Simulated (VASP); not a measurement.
## Au: single point with BLYP

Au:

```xyz
4
Lattice="3.0215 0.0000 0.0000 -1.5107 2.6167 0.0000 0.0000 0.0000 10.2498" Properties=species:S:1:pos:R:3 pbc="T T T"
Au    0.0000    0.0000   10.2498
Au    0.0000    0.0000    5.1249
Au    0.0000    1.7444    2.5624
Au    1.5107    0.8722    7.6873
```

This cell differs from its parent crystal: volume scaled by 1.04.

* Program: VASP 6.6.1
* Task: single point
* Functional: BLYP
* Potentials or basis: VASP PAW PBE potentials, release 64 (Au)
* Cutoff: 520 eV
* k mesh: 14 × 14 × 4
* Occupations: fermi-dirac, width 0.1 eV
* Spin: no spin polarisation

```yaml
Pressure: -3.1 GPa
Band_gap_on_the_k_mesh: zero (band 22 reaches 9.58 eV, above the bottom of band 23 at 5.24 eV)
```

Levels at points of the mesh, in eV from the Fermi level:
```tsv
k point	band 19	band 20	band 21	band 22	band 23	band 24	band 25	band 26
(0.00, 0.00, 0.00)	-2.59	-2.42	-2.42	-2.01	-2.01	-0.24	1.75	9.38
(0.50, 0.00, 0.00)	-1.73	-1.69	0.23	0.95	1.01	1.32	2.83	3.09
(0.00, 0.00, 0.50)	-2.48	-2.48	-2.17	-2.17	-2.17	-2.17	4.91	4.91
(0.50, 0.00, 0.50)	-1.70	-1.70	0.57	0.57	1.24	1.24	3.61	3.61
```

Run time: 84 s on 1 thread of AMD EPYC 9R45 96-Core Processor (Zen 5), on a shared host, peak memory 0.25 GiB.

Caveat: the PAW data sets were made with another functional, which shifts forces and pressure a little; spin-orbit coupling is left out, which moves the levels of the heavy elements.
